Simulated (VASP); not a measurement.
# ZnS (R3m) in VASP: notebook

Runs on ZnS. Level: PBEsol. Tasks: single point.

All numbers are computed with VASP 6.6.1; they aren't measurements. Logs are shortened: lines on timing, memory, paths and dates and some standing lists are left out, and cuts for length are marked.

**1. The cell of the first run**

It takes space group R3m (No. 160, trigonal). The conventional cell has a = 3.741 Å, b = 3.741 Å, c = 9.353 Å, α = 90.00°, β = 90.00°, γ = 120.00°. Within 3.0 Å of Zn (site symmetry 3m) lie 4 S at 2.30 to 2.31 Å. S (site symmetry 3m) has 4 Zn at 2.30 to 2.31 Å within 3.0 Å.

**2. Single point, PBEsol**

Input file INCAR:

```
SYSTEM = ZnS
PREC = Accurate
ENCUT = 520
EDIFF = 1E-6
ISMEAR = 0
SIGMA = 0.02
LREAL = .FALSE.
LASPH = .TRUE.
NELM = 80
ALGO = Normal
ISIF = 2
LWAVE = .FALSE.
LCHARG = .TRUE.
GGA = PS
LELF = .TRUE.
LVHAR = .TRUE.
NBANDS = 16
ISYM = 0
```

Input file KPOINTS:

```
Automatic mesh
0
G
  9 9 11
  0 0 0
```

Input file POSCAR:

```
ZnS
1.0
    3.7412330530      0.0000000000     -0.0000004124
   -1.8706165265      3.2400028654      0.0000004124
    1.8706161805     -1.0800007554      3.1177049385
Zn S
1 1
Direct
   -0.0012796582      0.0012796582      0.0038392512
    0.7512796582      0.2487203418      0.7461607488
```

Potentials or basis: VASP PAW PBE potentials, release 64 (Zn, S).

Launch:

```bash
$ cat potpaw_PBE.64/Zn/POTCAR potpaw_PBE.64/S/POTCAR > POTCAR
$ mpirun -np 1 vasp_std > vasp.out
```

OUTCAR:

```text
SYSTEM = ZnS
   PREC = Accurate
   ENCUT = 520
   EDIFF = 1E-6
   ISMEAR = 0
   LREAL = .FALSE.
   LASPH = .TRUE.
   NELM = 80
   ISIF = 2
   GGA = PS
   ISYM = 0

 ion  position               nearest neighbor table
   1  0.999  0.001  0.004-   2 2.30   2 2.30   2 2.30   2 2.31
   2  0.751  0.249  0.746-   1 2.30   1 2.30   1 2.30   1 2.31

IMPORTANT INFORMATION: All symmetrisations will be switched off!
NOSYMM: (Re-)initialisation of all symmetry stuff for point group C_1.

----------------------------------------------------------------------------------------

                                     Primitive cell

  volume of cell :      37.7916

  direct lattice vectors                    reciprocal lattice vectors
     3.741233053  0.000000000 -0.000000412     0.267291543  0.154320858 -0.106916225
    -1.870616527  3.240002865  0.000000412     0.000000012  0.308641696  0.106916225
     1.870616180 -1.080000755  3.117704939     0.000000035 -0.000000020  0.320748734

  length of vectors
     3.741233053  3.741233053  3.792847296     0.326635539  0.326635539  0.320748734

  position of ions in fractional coordinates (direct lattice)
     0.998720342  0.001279658  0.003839251
     0.751279658  0.248720342  0.746160749

  ion indices of the primitive-cell ions
   primitive index   ion index
                 1           1
                 2           2

----------------------------------------------------------------------------------------

 KPOINTS: Automatic mesh

Automatic generation of k-mesh.
 Grid dimensions read from file:
 generate k-points for:    9    9   11

 Generating k-lattice:

  Cartesian coordinates                     Fractional coordinates (reciprocal lattice)
     0.029699060  0.017146762 -0.011879581     0.111111111 -0.000000000  0.000000000
     0.000000001  0.034293522  0.011879581     0.000000000  0.111111111  0.000000000
     0.000000003 -0.000000002  0.029158976     0.000000000  0.000000000  0.090909091

  Length of vectors
     0.036292838  0.036292838  0.029158976

  Shift w.r.t. Gamma in fractional coordinates (k-lattice)
     0.000000000  0.000000000  0.000000000

 -----------------------------------------------------------------------------
|                                                                             |
|           W    W    AA    RRRRR   N    N  II  N    N   GGGG   !!!           |
|           W    W   A  A   R    R  NN   N  II  NN   N  G    G  !!!           |
|           W    W  A    A  R    R  N N  N  II  N N  N  G       !!!           |
|           W WW W  AAAAAA  RRRRR   N  N N  II  N  N N  G  GGG   !            |
|           WW  WW  A    A  R   R   N   NN  II  N   NN  G    G                |
|           W    W  A    A  R    R  N    N  II  N    N   GGGG   !!!           |
|                                                                             |
|     Your reciprocal lattice and k-lattice belong to different lattice       |
|     classes:                                                                |
|                                                                             |
|        The reciprocal lattice is rhombohedral (trigonal),                   |
|        whereas your k-lattice is base-centered monoclinic.                  |
|                                                                             |
|     Results are often still useful ...                                      |
|                                                                             |
 -----------------------------------------------------------------------------

 WARNING: IBZKPT: internal override: KBLOWUP is changed to .FALSE.
      ... skipping the blow-up phase ...

 Subroutine IBZKPT returns following result:
 ===========================================

 Found    446 irreducible k-points:

 Following reciprocal coordinates:
            Coordinates               Weight
  0.000000  0.000000  0.000000      1.000000
  0.111111 -0.000000  0.000000      2.000000
  0.222222 -0.000000  0.000000      2.000000
  0.333333 -0.000000  0.000000      2.000000
  0.444444 -0.000000  0.000000      2.000000
 -0.000000  0.111111  0.000000      2.000000
[... 16 lines left out ...]
 -0.111111  0.222222 -0.000000      2.000000
 -0.000000  0.333333  0.000000      2.000000
 [... further k-points ...]
   k-points           NKPTS =    446   k-points in BZ     NKDIM =    446   number of bands    NBANDS=     16
   number of dos      NEDOS =    301   number of ions     NIONS =      2
   total plane-waves  NPLWV =  21952
   dimension x,y,z NGX =    28 NGY =   28 NGZ =   28
   dimension x,y,z NGXF=    56 NGYF=   56 NGZF=   56
   ions per type =               1   1
   NGX,Y,Z   is equivalent  to a cutoff of  12.44, 12.44, 12.27 a.u.
   NGXF,Y,Z  is equivalent  to a cutoff of  24.88, 24.88, 24.55 a.u.
 SYSTEM =  ZnS
   PREC   = accura    normal or accurate (medium, high low for compatibility)
   ISTART =      0    job   : 0-new  1-cont  2-samecut
   ICHARG =      2    charge: 1-file 2-atom 10-const
   ISPIN  =      1    spin polarized calculation?
   LNONCOLLINEAR =      F non collinear calculations
   LSORBIT =      F    spin-orbit coupling
   LASPH  =      T    aspherical Exc in radial PAW
   ENCUT  =  520.0 eV  38.22 Ry    6.18 a.u.   6.96  6.96  7.05*2*pi/ulx,y,z
   NELM   =     80;   NELMIN=  2; NELMDL= -5     # of ELM steps
   EDIFF  = 0.1E-05   stopping-criterion for ELM
   LREAL  =      F    real-space projection
   EDIFFG = 0.1E-04   stopping-criterion for IOM
   NSW    =      0    number of steps for IOM
   IBRION =     -1    ionic relax: 0-MD 1-quasi-New 2-CG
   NFREE  =      0    steps in history (QN), initial steepest desc. (CG)
   ISIF   =      2    stress and relaxation
   ISYM   =      0    0-nonsym 1-usesym 2-fastsym
   POTIM  = 0.5000    time-step for ionic-motion
   TEBEG  =    0.0;   TEEND  =   0.0 temperature during run
   PSTRESS=    0.0 pullay stress
   NELECT =      18.0000    total number of electrons
   NUPDOWN=      -1.0000    fix difference up-down
   EMIN   =  10.00;   EMAX   =-10.00  energy-range for DOS
   EFERMI =   0.00;   METHOD = LEGACY
   ISMEAR =     0;   SIGMA  =   0.02  broadening in eV -4-tet -1-fermi 0-gaus
   EFERMI_NEDOS =   21; number of points for ismear=-14 and -15
   IALGO  =     38    algorithm
   IMIX   =      4    mixing-type and parameters
     AMIX     =   0.40;   BMIX     =  1.00
     AMIX_MAG =   1.60;   BMIX_MAG =  1.00
  volume/ion in A,a.u.               =      18.90       127.52
  Fermi-wavevector in a.u.,A,eV,Ry     =   1.278500  2.416014 22.239556  1.634561
  Thomas-Fermi vector in A             =   2.411039
   LORBIT       =      0    0 simple, 1 ext, 2 COOP (PROOUT), +10 PAW based schemes
   GGA     = PS    functional components
   LHFCALC =     F    Hartree Fock is set to
   AEXX    =    0.0000 exact exchange contribution
   IVDW    =     0    specifies the selected vdW correction
   LEPSILON=     F    determine dielectric tensor
   LRPA    =     F    only Hartree local field effects (RPA)
 non-spin polarized calculation
 Gauss-broadening in eV      SIGMA  =   0.02
  energy-cutoff  :      520.00
  volume of cell :       37.79
 maximum number of plane-waves:      1030
   NGX = 13   NGY = 13   NGZ = 15

 number of electron      18.0000007 magnetization

 Free energy of the ion-electron system (eV)
  ---------------------------------------------------
  ext. energy  EPLUGINS =         0.00000000
  ---------------------------------------------------
  free energy    TOTEN  =        -7.58211221 eV

  energy without entropy =       -7.58211221  energy(sigma->0) =       -7.58211221

 E-fermi :   2.6223     XC(G=0): -10.0537

 val. band max:        2.4653515463   @ k =   0.0000   0.0000   0.0000
 cond. band min:       4.5810803265   @ k =   0.0000   0.0000   0.0000
 fundamental gap:      2.1157287802
 Fermi energy:         2.6223068767

 k-point     1 :       0.0000    0.0000    0.0000
  band No.  band energies     occupation
      1     -11.0405      2.00000
      2      -4.1423      2.00000
      3      -4.1241      2.00000
      4      -4.1241      2.00000
      5      -3.5796      2.00000
      6      -3.5796      2.00000
[... 8 lines left out ...]
     15      14.2136      0.00000
     16      14.3082      0.00000

 k-point     2 :       0.1111   -0.0000    0.0000
  band No.  band energies     occupation
      1     -10.9377      2.00000
      2      -4.1339      2.00000
      3      -4.1177      2.00000
      4      -4.1061      2.00000
      5      -3.5821      2.00000
      6      -3.5810      2.00000
[... 8 lines left out ...]
     15      13.6731      0.00000
     16      15.0045      0.00000

 k-point     3 :       0.2222   -0.0000    0.0000
  band No.  band energies     occupation
      1     -10.6587      2.00000
      2      -4.1163      2.00000
      3      -4.0734      2.00000
      4      -4.0645      2.00000
      5      -3.5826      2.00000
      6      -3.5785      2.00000
[... 8 lines left out ...]
     15      13.3558      0.00000
     16      14.6712      0.00000

 k-point     4 :       0.3333   -0.0000    0.0000
  band No.  band energies     occupation
      1     -10.3011      2.00000
      2      -4.0344      2.00000
      3      -4.0264      2.00000
      4      -3.9875      2.00000
      5      -3.5701      2.00000
      6      -3.5624      2.00000
[... 8 lines left out ...]
     15      14.1510      0.00000
     16      14.1659      0.00000
[... 324 lines left out ...]
 k-point    22 :      -0.2222    0.2222    0.0000
  band No.  band energies     occupation
      1     -10.5371      2.00000
      2      -4.1996      2.00000
      3      -4.0048      2.00000
      4      -3.9979      2.00000
      5      -3.6245      2.00000
      6      -3.5444      2.00000
[... 8 lines left out ...]
     15      14.8445      0.00000
     16      17.7863      0.00000

 k-point    23 :      -0.1111    0.2222   -0.0000
  band No.  band energies     occupation
      1     -10.6857      2.00000
      2      -4.1581      2.00000
      3      -4.0567      2.00000
      4      -4.0497      2.00000
      5      -3.6052      2.00000
      6      -3.5609      2.00000
[... 8 lines left out ...]
     15      14.2287      0.00000
     16      16.0026      0.00000

 k-point    24 :      -0.0000    0.3333    0.0000
  band No.  band energies     occupation
      1     -10.3011      2.00000
      2      -4.0344      2.00000
      3      -4.0264      2.00000
      4      -3.9875      2.00000
      5      -3.5701      2.00000
      6      -3.5624      2.00000
[... 8 lines left out ...]
     15      14.1510      0.00000
     16      14.1659      0.00000

 [... further k-points ...]
[... 5 lines left out ...]
  --------------------------------------------------------------------------------------
  -------------------------------------------------------------------------------------
  Total        0.5259186      0.5259014      0.0459553     -0.0000175     -0.0000024      0.0000048
  in kB       22.2963588     22.2956283      1.9482792     -0.0007430     -0.0001012      0.0002032
  external PRESSURE =      15.5134221 kB  Pullay stress =       0.0000000 kB

 VOLUME and BASIS-vectors are now :
 -----------------------------------------------------------------------------
  energy-cutoff  :      520.00
  volume of cell :       37.79
      direct lattice vectors                 reciprocal lattice vectors
     3.741233053  0.000000000 -0.000000412     0.267291543  0.154320858 -0.106916225
    -1.870616527  3.240002865  0.000000412     0.000000012  0.308641696  0.106916225
     1.870616180 -1.080000755  3.117704939     0.000000035 -0.000000020  0.320748734

 POSITION                                       TOTAL-FORCE (eV/Angst)
 -----------------------------------------------------------------------------------
      3.74123     -0.00000      0.01197        -0.000009      0.000005      0.001969
      3.74123      0.00000      2.32631         0.000009     -0.000005     -0.001969
 -----------------------------------------------------------------------------------
    total drift:                               -0.000010      0.000005     -0.000694

  FREE ENERGIE OF THE ION-ELECTRON SYSTEM (eV)
  ---------------------------------------------------
  free  energy   TOTEN  =        -7.5821122088 eV

  energy  without entropy=       -7.5821122088  energy(sigma->0) =       -7.58211221
```

It took 88 s on 1 thread of Intel Xeon 6975P-C (Granite Rapids), shared host; peak memory 0.36 GiB.

What came out:

```yaml
Free_energy: -7.5821 eV
Pressure: 1.6 GPa
Band_gap_on_the_k_mesh: 2.12 eV, direct
```

Levels at points of the mesh, in eV from the valence-band top:
```csv
k point,band 6,band 7,band 8,band 9,band 10,band 11,band 12,band 13
"(0.00, 0.00, 0.00)",-6.04,-0.12,0.00,0.00,2.12,6.06,6.33,6.33
```

Caveat: the PAW data sets were made with another functional, which shifts forces and pressure a little.

**3. Single point, PBEsol**

This run uses another cell than the first one, of 19.02 Å³/atom, 1.007 times its volume.

Input file INCAR:

```
SYSTEM = ZnS
ALGO     = Normal         ! electronic algorithm
EDIFF    = 1E-7           ! SCF threshold, eV
ENCUT    = 520            ! plane-wave cutoff, eV
GGA      = PS             ! functional
ISIF     = 2              ! what is computed and relaxed
ISMEAR   = 0              ! smearing method
ISYM     = 0            
LASPH    = .TRUE.         ! aspherical terms in the spheres
LCHARG   = .TRUE.         ! write CHGCAR
LELF     = .TRUE.         ! ELF
LREAL    = .FALSE.        ! projectors in reciprocal space
LVHAR    = .TRUE.       
LWAVE    = .FALSE.        ! write WAVECAR
NBANDS   = 16             ! bands
NELM     = 80             ! most SCF steps
PREC     = Accurate       ! precision mode
SIGMA    = 0.02           ! smearing width, eV
```

Input file KPOINTS:

```
k-points
0
G
  9 9 11
  0 0 0
```

Input file POSCAR:

```
ZnS
1.0
    3.7412330530      0.0000000000      0.0000000000
   -1.8706165265      3.2400028654      0.0000000000
    1.8706165265     -1.0800009551      3.1386676984
Zn S
1 1
Direct
    0.0000000000      0.0000000000      0.0000000000
    0.7500000000      0.2500000000      0.7500000000
```

Potentials or basis: VASP PAW PBE potentials, release 64 (Zn, S).

Launch:

```bash
$ cat potpaw_PBE.64/Zn/POTCAR potpaw_PBE.64/S/POTCAR > POTCAR
$ mpirun -np 1 vasp_std > vasp.out
```

Wall time 92 s (1 thread of Intel Xeon 6975P-C (Granite Rapids), shared host); peak memory 0.36 GiB.

It converged, with:

```yaml
Free_energy: -7.5787 eV
Pressure: 1.1 GPa
Largest_force: 0.185 eV/Å
Band_gap_on_the_k_mesh: 2.09 eV, direct
```

Forces on the atoms (eV/Å):
```
Zn   0.000  0.000  0.185
S    0.000  0.000 -0.185
```

Stress tensor (GPa, compression positive):
```
 2.43  0.00  0.00
 0.00  2.43  0.00
 0.00  0.00 -1.58
```

Levels at points of the mesh, in eV from the valence-band top:
| k point | band 6 | band 7 | band 8 | band 9 | band 10 | band 11 | band 12 | band 13 |
| --- | --- | --- | --- | --- | --- | --- | --- | --- |
| (0.00, 0.00, 0.00) | -6.02 | -0.11 | 0.00 | 0.00 | 2.09 | 6.00 | 6.38 | 6.38 |

Caveat: the PAW data sets were made with another functional, which shifts forces and pressure a little. As with any semilocal functional, this PBEsol gap is likely too small.
